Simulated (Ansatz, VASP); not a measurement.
## Hf2ZrS6: VASP beside Ansatz

```xyz
9
Lattice="3.1721 1.8314 6.8247 -3.1721 1.8314 6.8247 0.0000 -3.6629 6.8247" Properties=species:S:1:pos:R:3 pbc="T T T"
Zr    0.0000    0.0000   10.2370
Hf    0.0000    0.0000   17.0617
Hf    0.0000    0.0000    3.4124
S     1.0648   -1.8443    8.7899
S    -2.1296    0.0000    8.7899
S     1.0648    1.8443    8.7899
S    -1.0648   -1.8443   11.6842
S     2.1296    0.0000   11.6842
S    -1.0648    1.8443   11.6842
```

Alike in both runs: functional PBE; k mesh 6 × 6 × 6; occupations gaussian, width 0.02 eV; no spin polarisation.

Ansatz relaxed the structure, and its values are those at the end. VASP's run is a single point on that final structure, the one shown.

|  | VASP | Ansatz |
| --- | --- | --- |
| version | VASP 6.6.1 | Ansatz 0.2.0 |
| potentials or method | VASP PAW PBE potentials, release 64 (Zr_sv, Hf_pv, S), cutoff 520 eV | scalar-relativistic, plane waves, PAW |
| valence electrons in the cell | 68 | 100 |

VASP gave:

| Quantity | Value |
| --- | --- |
| gap on the k mesh at the Fermi level (eV) | 1.21 |
| least direct gap on the mesh (eV) | 1.67 |
| pressure (GPa) | -0.3 |
| rms of the force components (eV/Å) | 0.025 |

Question: Which values does Ansatz return?

Answer: gap on the k mesh at the Fermi level (eV): 1.20; least direct gap on the mesh (eV): 1.67; pressure (GPa): 0.0; rms of the force components (eV/Å): 0.000.

VASP's potentials hold 68 valence electrons a cell and Ansatz's 100, so a difference there can come from the potentials and not from the codes.

Spin-orbit coupling is off throughout.
